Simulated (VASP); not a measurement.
Wanted: the native input for a VASP 6.6.1 run.

```yaml
Task: single point
Functional: PBE
Potentials_or_basis: VASP PAW PBE potentials, release 64 (Hf_pv, O)
Cutoff: 520 eV
k_mesh: 8 × 8 × 8
Occupations: gaussian, width 0.02 eV
Spin: no spin polarisation
Dipole_correction: no
Further_INCAR_settings: ALGO = Normal; EDIFF = 1e-06; NBANDS = 18
```

The structure of HfO2 lies in POSCAR:

```
HfO2
1.0
    0.0000000000      2.5556074500      2.3682705750
    2.5029485250     -0.0669042000      2.4351747750
    2.5029485250      2.6225116500     -0.0669042000
Hf O
1 2
Direct
   -0.0880211644     -0.0217610118      0.0217610118
    0.2716432239      0.2832478642      0.2614868524
    0.8163779405      0.7385131476      0.7167521358
```

This cell differs from its parent crystal: strained and its atoms moved.

These files were run (other wordings do the same):

INCAR

```
SYSTEM = HfO2
ALGO = Normal
EDIFF = 1E-6
ENCUT = 520
GGA = PE
ISIF = 2
ISMEAR = 0
LASPH = .True.
LCHARG = .True.
LELF = .True.
LREAL = .False.
LVHAR = .True.
LWAVE = .False.
NBANDS = 18
NELM = 60
PREC = Accurate
SIGMA = 0.02
```

KPOINTS

```
k-points
0
Gamma
  8 8 8
  0 0 0
```

Potentials or basis: VASP PAW PBE potentials, release 64 (Hf_pv, O).

Launch:

```bash
$ cat potpaw_PBE.64/Hf_pv/POTCAR potpaw_PBE.64/O/POTCAR > POTCAR
$ mpirun -np 1 vasp_std > vasp.out
```

Results of the run:

* Pressure: 28.0 GPa
* Largest force: 4.876 eV/Å
* Band gap on the k mesh: 2.96 eV, indirect (least direct gap 3.39 eV)

Caveat: the cell differs from its parent crystal (strained and its atoms moved); spin-orbit coupling is left out, which moves the levels of the heavy elements; forces of over 1 eV/Å act on the atoms, so gaps and moduli don't describe the material at rest.

It took 110 s on 1 thread of AMD EPYC 7R43 64-Core Processor (Zen 3) (shared host), peak memory 0.18 GiB.
